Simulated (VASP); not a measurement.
# H6CO in VASP: notebook, part 2 of 2

VASP 6.6.1. The steps go on from the part before.

## Step 3: Single point, r2SCAN

The input, POSCAR:

```
H6CO
1.0
    7.1919660000      0.0000000000      0.0000000000
    0.0000000000      7.1919660000      0.0000000000
    0.0000000000      0.0000000000      7.1919660000
O H C
4 24 4
Direct
    0.7631014941      0.7658267572      0.8482381591
    0.9066366554      0.1965526533      0.7865026058
    0.1717611012      0.7579846735      0.8968201463
    0.2870564182      0.7893947218      0.2478599037
    0.7039243511      0.7491970902      0.9682887822
    0.7893530086      0.8988779980      0.8470284759
    0.9592648241      0.1976093880      0.6683151728
    0.8874068648      0.3228463538      0.8259911129
    0.0581343126      0.7174672405      0.9410361506
    0.1892528413      0.6912713436      0.7830265049
    0.2356101239      0.8297870151      0.1316608004
    0.2984441250      0.6572194585      0.2233464396
    0.3924378953      0.3311194741      0.0771416328
    0.1465107037      0.3394064989      0.1019748981
    0.2818978844      0.1671587435      0.2176317296
    0.2660746728      0.1533377661     -0.0116657949
    0.7266719559      0.4675772939      0.3196622453
    0.8482381591      0.4685784110      0.1188826532
    0.9441785459      0.3975408115      0.3143090498
    0.8901043192      0.6474029493      0.3008217781
    0.7076090182      1.1854060489      0.3777548448
    0.6285763865      0.9662170261      0.4220403712
    0.8870175415      0.9914118059      0.3779356020
    0.7112102588      1.0179970261      0.2020031797
    0.3856664506      0.4680083304      0.7615163920
    0.4933699631      0.3218035235      0.5956090449
    0.4239591789      0.5574970738      0.5198161393
    0.2505295492      0.3583860102      0.5903809890
    0.2730129703      0.2453432066      0.1031845812
    0.8523260538      0.5053277504      0.2626819982
    0.7393110590      1.0378386105      0.3429382174
    0.3833166063      0.4386005162      0.6122248075
```

The input, INCAR.step1:

```
SYSTEM = H6CO
PREC = Accurate
ENCUT = 580
ISMEAR = -1
SIGMA = 0.02
LREAL = Auto
LASPH = .True.
NELM = 120
NBANDS = 54
GGA = PE
ALGO = Normal
EDIFF = 1E-5
LWAVE = .True.
LCHARG = .False.
GGA_COMPAT = .False.
```

The input, INCAR.step2:

```
SYSTEM = H6CO
PREC = Accurate
ENCUT = 580
EDIFF = 1E-6
ISMEAR = -1
SIGMA = 0.02
LREAL = Auto
LASPH = .True.
NELM = 120
ALGO = Normal
ISIF = 2
LWAVE = .False.
LCHARG = .False.
METAGGA = R2SCAN
LMIXTAU = .True.
NBANDS = 54
ISTART = 1
GGA_COMPAT = .False.
```

The input, KPOINTS:

```
Automatic mesh
0
Gamma
  1 1 1
  0 0 0
```

Potentials or basis: VASP PAW PBE potentials, release 64 (O, H, C).

Launch:

```sh
$ cat potpaw_PBE.64/O/POTCAR potpaw_PBE.64/H/POTCAR potpaw_PBE.64/C/POTCAR > POTCAR
$ cp INCAR.step1 INCAR
$ mpirun -np 1 vasp_gam > vasp.out
$ cp INCAR.step2 INCAR
$ mpirun -np 1 vasp_gam > vasp.out
```

It took 2.9 min on 1 thread of AMD EPYC 7R43 (Zen 3), shared host; peak memory 0.42 GiB.

The run converged. Its results:

* Free energy: -161.0206 eV
* Pressure: 0.9 GPa
* Largest force: 4.457 eV/Å
* Band gap on the k mesh: 5.45 eV

Forces on the atoms (eV/Å):
```
O    0.023  0.343  0.553
O   -0.901 -0.409  1.898
O    1.971  0.697 -0.655
O    0.164 -0.550  0.586
H   -0.070 -0.087 -0.226
H    0.058 -0.195 -0.253
H    0.711  0.189 -1.709
H    0.036  0.065 -0.228
H   -2.499 -0.627  0.598
H    0.206 -0.043 -0.382
H    0.113  0.319 -0.480
H    0.046  0.236  0.261
H    0.612  0.321  0.300
H    1.065 -0.992  0.065
H    0.322 -1.822  3.420
H   -0.332 -0.636 -0.979
H   -2.359 -0.187  0.886
H   -0.148  0.558 -1.023
H    0.611  0.380  0.504
H    0.219 -0.366 -0.360
H    0.725 -0.705 -0.259
H    0.742 -0.343 -0.170
H   -1.523  0.539 -0.133
H   -0.198 -0.219 -1.755
H    0.171  0.472 -0.242
H   -1.017  1.424  0.092
H   -0.810 -0.783  0.684
H    0.681  1.140 -0.467
C   -1.476  3.091 -2.852
C    1.675 -0.146  0.012
C    0.168  0.560  2.373
C    1.014 -2.225 -0.059
```

Stress tensor (GPa, compression positive):
```
 0.35  1.25 -0.01
 1.25 -1.27 -0.60
-0.01 -0.60  3.66
```

Levels at points of the mesh, in eV from the valence-band top:
```csv
k point,band 29,band 30,band 31,band 32,band 33,band 34,band 35,band 36
"(0.00, 0.00, 0.00)",-0.84,-0.73,-0.33,0.00,5.45,7.50,8.08,8.15
```

Caveat: the k points lie up to 0.87 Å⁻¹ apart; the atoms stand as in a frame of molecular dynamics; the PAW data sets were made with another functional, which shifts forces and pressure a little.

## Step 4: Single point, r2SCAN

The input, POSCAR:

```
H6CO
1.0
    7.1919660000      0.0000000000      0.0000000000
    0.0000000000      7.1919660000      0.0000000000
    0.0000000000      0.0000000000      7.1919660000
O H C
4 24 4
Direct
    0.7541331536      0.7607377454      0.8475568433
    0.9068591259      0.2000426587      0.7886716928
    0.1833990873      0.7348199366      0.8809274126
    0.2570924279      0.7872256348      0.2463721325
    0.7148671170      0.7335268270      0.9732665588
    0.7714024232      0.8947901033      0.8428849636
    1.0185392979      0.1763634589      0.7282709623
    0.9214865588      0.3184108490      0.8501708712
    0.0541854619      0.7414662416      0.8945398240
    0.1953290658      0.7355985832      0.7476397970
    0.2844145815      0.8301068164      0.1215522988
    0.2772538135      0.6547583790      0.2316334643
    0.4001548394      0.3377518748      0.0464129002
    0.1573978520      0.3386278522      0.1336630346
    0.3213029650      0.1565218745      0.2173536415
    0.2357630723      0.1756960475     -0.0308816810
    0.7186908281      0.4622797160      0.3480272293
    0.8449706242      0.4961230351      0.1161434857
    0.9686085835      0.4253913325      0.3261138887
    0.8838195286      0.6469441040      0.3035470412
    0.7640052803      1.2035373916      0.4127800382
    0.6062459138      1.0210698994      0.3838171649
    0.8511997971      0.9682748778      0.4182722777
    0.7756154576      1.0554972034      0.2045893988
    0.3582747749      0.4481389373      0.7576370634
    0.5146854143      0.3682720413      0.5770466657
    0.3808833357      0.5568852800      0.5401443778
    0.2798678414      0.3422708061      0.5575248826
    0.2771842915      0.2552153333      0.0951895490
    0.8511441795      0.5049662359      0.2716920519
    0.7567054683      1.0603220316      0.3579966869
    0.3827465258      0.4269347213      0.6149778795
```

The input, INCAR.step1:

```
SYSTEM = H6CO
ALGO     = Normal         ! electronic algorithm
EDIFF    = 1E-5           ! SCF threshold, eV
ENCUT    = 580            ! plane-wave cutoff, eV
GGA      = PE             ! functional
GGA_COMPAT= .FALSE.      
ISMEAR   = -1             ! smearing method
LASPH    = .TRUE.         ! aspherical terms in the spheres
LCHARG   = .FALSE.        ! write CHGCAR
LREAL    = Auto         
LWAVE    = .TRUE.         ! write WAVECAR
NBANDS   = 54             ! bands
NELM     = 120            ! most SCF steps
PREC     = Accurate       ! precision mode
SIGMA    = 0.02           ! smearing width, eV
```

The input, INCAR.step2:

```
SYSTEM = H6CO
ALGO     = Normal         ! electronic algorithm
EDIFF    = 1E-6           ! SCF threshold, eV
ENCUT    = 580            ! plane-wave cutoff, eV
GGA_COMPAT= .FALSE.      
ISIF     = 2              ! what is computed and relaxed
ISMEAR   = -1             ! smearing method
ISTART   = 1            
LASPH    = .TRUE.         ! aspherical terms in the spheres
LCHARG   = .TRUE.         ! write CHGCAR
LELF     = .TRUE.         ! ELF
LMIXTAU  = .TRUE.       
LREAL    = Auto         
LVHAR    = .TRUE.       
LWAVE    = .FALSE.        ! write WAVECAR
METAGGA  = R2SCAN         ! meta-GGA
NBANDS   = 54             ! bands
NELM     = 120            ! most SCF steps
PREC     = Accurate       ! precision mode
SIGMA    = 0.02           ! smearing width, eV
```

The input, KPOINTS:

```
k-points
0
G
  1 1 1
  0 0 0
```

Launch:

```sh
$ cat potpaw_PBE.64/O/POTCAR potpaw_PBE.64/H/POTCAR potpaw_PBE.64/C/POTCAR > POTCAR
$ cp INCAR.step1 INCAR
$ mpirun -np 1 vasp_gam > vasp.out
$ cp INCAR.step2 INCAR
$ mpirun -np 1 vasp_gam > vasp.out
```

Wall time 2.7 min (1 thread of AMD EPYC 7R43 (Zen 3), shared host); peak memory 0.41 GiB.

The run converged. Its results:

- Free energy: -161.3705 eV
- Pressure: 0.1 GPa
- Largest force: 3.228 eV/Å
- Band gap on the k mesh: 5.44 eV

Forces on the atoms (eV/Å):
```
O    0.329  0.167  0.155
O   -1.903  0.269  0.969
O    1.447 -0.062 -0.582
O    0.347 -0.311  0.053
H   -0.048  0.170 -0.105
H   -0.123 -0.112  0.021
H    1.768 -0.287 -0.944
H    0.051 -0.116 -0.059
H   -2.032  0.113  0.510
H    0.409 -0.041 -0.158
H   -0.255  0.087  0.003
H   -0.125  0.188  0.189
H   -0.800 -0.223  0.688
H    0.234  0.204  0.107
H   -0.691  1.304 -1.804
H    0.173 -0.068  0.814
H    1.250  0.483 -1.139
H   -0.205 -0.356  1.026
H   -0.284 -0.163 -0.203
H   -0.038  0.637  0.133
H    0.443 -0.853 -0.305
H    1.267 -0.193 -0.073
H    0.931 -0.973  0.969
H    0.023  0.333  0.624
H    0.171  0.147  1.168
H    0.556 -0.438  0.495
H   -0.229  0.616 -0.046
H   -1.367 -1.095 -0.673
C    1.271 -1.307  0.235
C   -0.716 -0.163  0.080
C   -2.755  1.270 -1.104
C    0.901  0.773 -1.040
```

Stress tensor (GPa, compression positive):
```
 0.52 -0.46  0.21
-0.46  0.66  0.58
 0.21  0.58 -0.99
```

Levels at points of the mesh, in eV from the valence-band top:
| k point | band 29 | band 30 | band 31 | band 32 | band 33 | band 34 | band 35 | band 36 |
| --- | --- | --- | --- | --- | --- | --- | --- | --- |
| (0.00, 0.00, 0.00) | -0.78 | -0.72 | -0.66 | 0.00 | 5.44 | 7.63 | 7.81 | 8.30 |

Caveat: the k points lie up to 0.87 Å⁻¹ apart; the atoms stand as in a frame of molecular dynamics; the PAW data sets were made with another functional, which shifts forces and pressure a little.

## Step 5: Summary

```tsv
cell	gap on the mesh (eV)	pressure (GPa)	largest force (eV/Å)
as given, atomic positions A	5.20	0.5	3.60
as given, atomic positions B	5.45	0.9	4.46
as given, atomic positions C	5.44	0.1	3.23
```

Alike in all rows: task single point; level r2SCAN; potentials or basis VASP PAW PBE potentials, release 64 (O, H, C); no spin polarisation; k mesh 1 × 1 × 1; cutoff (eV) 580; smearing fermi-dirac 0.02 eV.

Caveats: all runs use coarse meshes; the atoms stand as in a frame of molecular dynamics; the PAW data sets were made with another functional, which shifts forces and pressure a little.

Absolute energies hang on the potentials; compare differences alone.
